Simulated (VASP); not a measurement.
# Pb8S7 (a cell with a defect) in VASP: single point with PBE+D3(BJ)

Aim: the single point of Pb8S7 (a cell with a defect) with PBE+D3(BJ).

All numbers are computed with VASP 6.6.1; they aren't measurements. Logs are shortened: lines on timing, memory, paths and dates and some standing lists are left out, and cuts for length are marked.

## Step 1: The cell of the first run

The cell holds a defect, 15 atoms: a = 8.390 Å, b = 8.390 Å, c = 8.395 Å, α = 60.02°, β = 60.02°, γ = 60.00°.

## Step 2: Single point, PBE+D3(BJ)

The input, INCAR:

```
SYSTEM = Pb8S7
PREC = Accurate
ENCUT = 520
EDIFF = 1E-6
ISMEAR = 0
SIGMA = 0.05
LREAL = Auto
LASPH = .True.
NELM = 100
ALGO = Fast
ISIF = 2
LWAVE = .False.
LCHARG = .False.
GGA = PE
IVDW = 12
NBANDS = 90
```

The input, KPOINTS:

```
Automatic mesh
0
Gamma
  6 6 4
  0 0 0
```

The input, POSCAR:

```
Pb8S7
1.0
    8.3902637511      0.0000000000      0.0000000000
    4.1951318755      7.2661815529      0.0000000000
    4.1951318755      2.4220605176      6.8559712490
Pb S
8 7
Direct
    0.5058247193      0.5162180701      0.4721854690
    0.0110349797      0.5110350192      0.4669002952
    0.5058428003      0.0058428385      0.4720983917
    0.5059360767      0.5161415457      0.9617273411
    0.0162180082      0.0058246850      0.4721854690
    0.0161276555      0.5161276849      0.9618081466
    0.5110134741      0.0110135954      0.9669495042
    0.0161414501      0.0059361548      0.9617273411
   -0.2388206388      0.7612185104      0.7164235119
    0.7611778642      0.2611779127      0.7164242412
    0.7611874520      0.7611789348      0.2164548167
    0.2612184731      0.2611793944      0.7164235119
    0.2611779060      0.7611779064      0.2164558377
    0.7611411500      0.2611411475      0.2165792338
    0.2611790073      0.2611874367      0.2164548167
```

Potentials or basis: VASP PAW PBE potentials, release 64 (Pb_d, S).

The run is started by

```
> cat potpaw_PBE.64/Pb_d/POTCAR potpaw_PBE.64/S/POTCAR > POTCAR
> mpirun -np 1 vasp_std > vasp.out
```

OUTCAR:

```text
SYSTEM = Pb8S7
   PREC = Accurate
   ENCUT = 520
   EDIFF = 1E-6
   ISMEAR = 0
   LREAL = Auto
   LASPH = .True.
   NELM = 100
   ISIF = 2
   GGA = PE
   IVDW = 12
 IVDW          = 12

 ion  position               nearest neighbor table
   1  0.506  0.516  0.472-  10 2.97  12 2.97  11 2.97  13 2.97  14 3.03   3 4.11   5 4.11   4 4.11
                             6 4.11
   2  0.011  0.511  0.467-   9 2.97  12 2.97  10 2.97  13 2.97  11 2.97  15 2.97
   3  0.506  0.006  0.472-  12 2.97   9 2.97  15 2.97  11 2.97  14 3.03   1 4.11   5 4.11   4 4.11
                             8 4.11
   4  0.506  0.516  0.962-  15 2.97  13 2.97  10 2.97   9 2.97  14 3.03   6 4.11   8 4.11   1 4.11
                             3 4.11
   5  0.016  0.006  0.472-  10 2.97   9 2.97  15 2.97  13 2.97  14 3.03   3 4.11   1 4.11   8 4.11
                             6 4.11
   6  0.016  0.516  0.962-  11 2.97  15 2.97  12 2.97   9 2.97  14 3.03   4 4.11   8 4.11   5 4.11
                             1 4.11
   7  0.511  0.011  0.967-  13 2.97  15 2.97  11 2.97  12 2.97   9 2.97  10 2.97
   8  0.016  0.006  0.962-  11 2.97  13 2.97  10 2.97  12 2.97  14 3.03   6 4.11   4 4.11   5 4.11
                             3 4.11
   9  0.761  0.761  0.716-   2 2.97   5 2.97   3 2.97   7 2.97   4 2.97   6 2.97
  10  0.761  0.261  0.716-   1 2.97   5 2.97   2 2.97   7 2.97   8 2.97   4 2.97
  11  0.761  0.761  0.216-   7 2.97   6 2.97   8 2.97   2 2.97   3 2.97   1 2.97
  12  0.261  0.261  0.716-   2 2.97   1 2.97   3 2.97   7 2.97   8 2.97   6 2.97
  13  0.261  0.761  0.216-   7 2.97   4 2.97   8 2.97   2 2.97   5 2.97   1 2.97
  14  0.761  0.261  0.217-   6 3.03   8 3.03   4 3.03   3 3.03   5 3.03   1 3.03
  15  0.261  0.261  0.216-   7 2.97   6 2.97   4 2.97   2 2.97   3 2.97   5 2.97

  LATTYP: Found a trigonal (rhomboedric) cell.
 ALAT       =     8.3946322356
 COS(alpha) =     0.5005202548

  Lattice vectors:

 A1 = (  -4.1951318756,   2.4220605176,   6.8559712490)
 A2 = (   0.0000000000,  -4.8441210353,   6.8559712490)
 A3 = (   4.1951318755,   2.4220605176,   6.8559712490)

Analysis of symmetry for initial positions (statically):
=====================================================================
 Subroutine PRICEL returns:
 Original cell was already a primitive cell.

 Routine SETGRP: Setting up the symmetry group for a
 trigonal (rhombohedral) supercell.

 Subroutine GETGRP returns: Found  2 space group operations
 (whereof  1 operations were pure point group operations)
 out of a pool of 12 trial point group operations.

[... 182 lines left out ...]
   IMIX   =      4    mixing-type and parameters
     AMIX     =   0.40;   BMIX     =  1.00
     AMIX_MAG =   1.60;   BMIX_MAG =  1.00
  volume/ion in A,a.u.               =      27.87       188.04
  Fermi-wavevector in a.u.,A,eV,Ry     =   1.173631  2.217840 18.740787  1.377409
  Thomas-Fermi vector in A             =   2.310041
   LORBIT       =      0    0 simple, 1 ext, 2 COOP (PROOUT), +10 PAW based schemes
   GGA     = PE    functional components
   LHFCALC =     F    Hartree Fock is set to
   AEXX    =    0.0000 exact exchange contribution
   IVDW    =    12    specifies the selected vdW correction
   LEPSILON=     F    determine dielectric tensor
   LRPA    =     F    only Hartree local field effects (RPA)
 non-spin polarized calculation
 RMM-DIIS sequential band-by-band and
 Gauss-broadening in eV      SIGMA  =   0.05
  energy-cutoff  :      520.00
  volume of cell :      417.98
 maximum number of plane-waves:     11290
 NGX is ok and might be reduce to    64
   NGX = 31   NGY = 31   NGZ = 31

 number of electron     154.0000006 magnetization

 Free energy of the ion-electron system (eV)
  ---------------------------------------------------
  ext. energy  EPLUGINS =         0.00000000
  ---------------------------------------------------
  free energy    TOTEN  =       -63.98306772 eV

  energy without entropy =      -63.98243956  energy(sigma->0) =      -63.98275364

 E-fermi :   6.1054     XC(G=0):  -9.4628

 val. band max:        5.8387899244   @ k =   0.3333   0.3333   0.5000
 cond. band min:       6.1272483178   @ k =   0.1667   0.1667   0.0000
 fundamental gap:      0.2884583934
 Fermi energy:         6.1053637502

 k-point     1 :       0.0000    0.0000    0.0000
  band No.  band energies     occupation
      1     -11.6067      2.00000
      2     -11.6040      2.00000
      3     -11.5338      2.00000
      4     -11.4921      2.00000
      5     -11.4920      2.00000
      6     -11.4915      2.00000
[... 2197 lines left out ...]
     88       8.7874      0.00000
     89       8.9000      0.00000

 [... further k-points ...]

 [bands above 89 left out]

------------------------ aborting loop because EDIFF is reached ----------------------------------------

 Edisp (eV)   -4.99755

 E8    (eV) :    -2.2754

  FORCE on cell =-STRESS in cart. coord.  units (eV):
  Direction    XX          YY          ZZ          XY          YZ          ZX
  --------------------------------------------------------------------------------------
  -------------------------------------------------------------------------------------
  Total      -3.67460    -3.66499    -3.72979    -0.00832     0.00387     0.00670
  in kB     -14.08541   -14.04859   -14.29698    -0.03189     0.01484     0.02570
  external pressure =      -14.14 kB  Pullay stress =        0.00 kB

 VOLUME and BASIS-vectors are now :
 -----------------------------------------------------------------------------
  energy-cutoff  :      520.00
  volume of cell :      417.98
      direct lattice vectors                 reciprocal lattice vectors
     8.390263751  0.000000000  0.000000000     0.119185765 -0.068811933 -0.048619418
     4.195131876  7.266181553  0.000000000     0.000000000  0.137623866 -0.048619418
     4.195131876  2.422060518  6.855971249     0.000000000  0.000000000  0.145858255

 POSITION                                       TOTAL-FORCE (eV/Angst)
 -----------------------------------------------------------------------------------
      8.39049      4.89460      3.23729         0.000506      0.000803     -0.002185
      4.19515      4.84413      3.20106         0.000514      0.000297     -0.002213
      6.24918      1.18591      3.23669         0.000187      0.000108     -0.002984
     10.44479      6.07974      6.59357         0.002178     -0.002492     -0.001842
      2.14139      1.18599      3.23729         0.000949      0.000037     -0.002185
      6.33545      6.07984      6.59413        -0.002655     -0.001533     -0.000780
      8.39022      2.42204      6.62938        -0.000509     -0.000294      0.001616
      4.19491      2.37250      6.59357        -0.001069      0.003132     -0.001842
     12.58540      7.26637      4.91178         0.000007      0.000422      0.001930
     10.48765      3.63299      4.91178        -0.000394     -0.000228      0.001904
     10.48787      6.05513      1.48401         0.000157     -0.000082      0.001846
      6.29286      3.63300      4.91178         0.000369     -0.000205      0.001930
      6.29265      6.05513      1.48401        -0.000179     -0.000103      0.001815
      8.39027      2.42207      1.48486        -0.000069     -0.000040      0.001147
      4.19513      2.42210      1.48401         0.000008      0.000177      0.001846
 -----------------------------------------------------------------------------------
    total drift:                                0.000283      0.000093      0.018077

  FREE ENERGIE OF THE ION-ELECTRON SYSTEM (eV)
  ---------------------------------------------------
  free  energy   TOTEN  =       -68.9806148486 eV

  energy  without entropy=      -68.9799866795  energy(sigma->0) =      -68.98030076
```

OSZICAR:

```text
N       E                     dE             d eps       ncg     rms          rms(c)
DAV:   1     0.194632412365E+04    0.19463E+04   -0.68478E+04  8460   0.185E+03
DAV:   2     0.262417569228E+03   -0.16839E+04   -0.16504E+04  8460   0.516E+02
DAV:   3    -0.373686618411E+02   -0.29979E+03   -0.28799E+03 10348   0.243E+02
[... 12 lines left out ...]
RMM:  16    -0.639830978738E+02   -0.17477E-05   -0.53946E-05 10187   0.206E-02    0.401E-02
RMM:  17    -0.639830759175E+02    0.21956E-04   -0.31374E-05  8601   0.135E-02    0.206E-02
RMM:  18    -0.639830692924E+02    0.66251E-05   -0.29316E-05  9319   0.101E-02    0.109E-02
RMM:  19    -0.639830680572E+02    0.12352E-05   -0.79313E-06  8671   0.633E-03    0.477E-03
RMM:  20    -0.639830677247E+02    0.33243E-06   -0.13348E-06  6236   0.422E-03
   1 F= -.68980615E+02 E0= -.68980301E+02  d E =-.628169E-03
```

stdout:

```text
POSCAR found type information on POSCAR PbS
 POSCAR found :  2 types and      15 ions
 scaLAPACK will be used
 LDA part: xc-table for (Slater+PW92), standard interpolation
 -----------------------------------------------------------------------------
|                                                                             |
|           W    W    AA    RRRRR   N    N  II  N    N   GGGG   !!!           |
|           W    W   A  A   R    R  NN   N  II  NN   N  G    G  !!!           |
|           W    W  A    A  R    R  N N  N  II  N N  N  G       !!!           |
|           W WW W  AAAAAA  RRRRR   N  N N  II  N  N N  G  GGG   !            |
|           WW  WW  A    A  R   R   N   NN  II  N   NN  G    G                |
|           W    W  A    A  R    R  N    N  II  N    N   GGGG   !!!           |
|                                                                             |
|     Your reciprocal lattice and k-lattice belong to different lattice       |
|     classes:                                                                |
|                                                                             |
|        The reciprocal lattice is rhombohedral (trigonal),                   |
|        whereas your k-lattice is base-centered monoclinic.                  |
|                                                                             |
|     Results are often still useful ...                                      |
|                                                                             |
 -----------------------------------------------------------------------------

 POSCAR, INCAR and KPOINTS ok, starting setup
 FFT: planning ... GRIDC
 FFT: planning ... GRID_SOFT
 FFT: planning ... GRID
 WAVECAR not read
 entering main loop
```

Wall time 83 min (1 thread of Oxide Virtual Turin-like, shared host); peak memory 1.2 GiB.

What came out:

| Quantity | Value |
| --- | --- |
| Free energy | -68.9806 eV |
| Pressure | -1.4 GPa |
| Largest force | 0.004 eV/Å |
| Band gap on the k mesh | zero (bands 77 and 78 overlap by 0.45 eV) |
| Dispersion energy per atom | -0.333 eV |

Forces on the atoms (eV/Å):
```
Pb   0.001  0.001 -0.002
Pb   0.001  0.000 -0.002
Pb   0.000  0.000 -0.003
Pb   0.002 -0.002 -0.002
Pb   0.001  0.000 -0.002
Pb  -0.003 -0.002 -0.001
Pb  -0.001  0.000  0.002
Pb  -0.001  0.003 -0.002
S    0.000  0.000  0.002
S    0.000  0.000  0.002
S    0.000  0.000  0.002
S    0.000  0.000  0.002
S    0.000  0.000  0.002
S    0.000  0.000  0.001
S    0.000  0.000  0.002
```

Caveat: spin-orbit coupling is left out, which moves the levels of the heavy elements.

The gap in the log of VASP goes by the Fermi energy; the results here count the filled bands.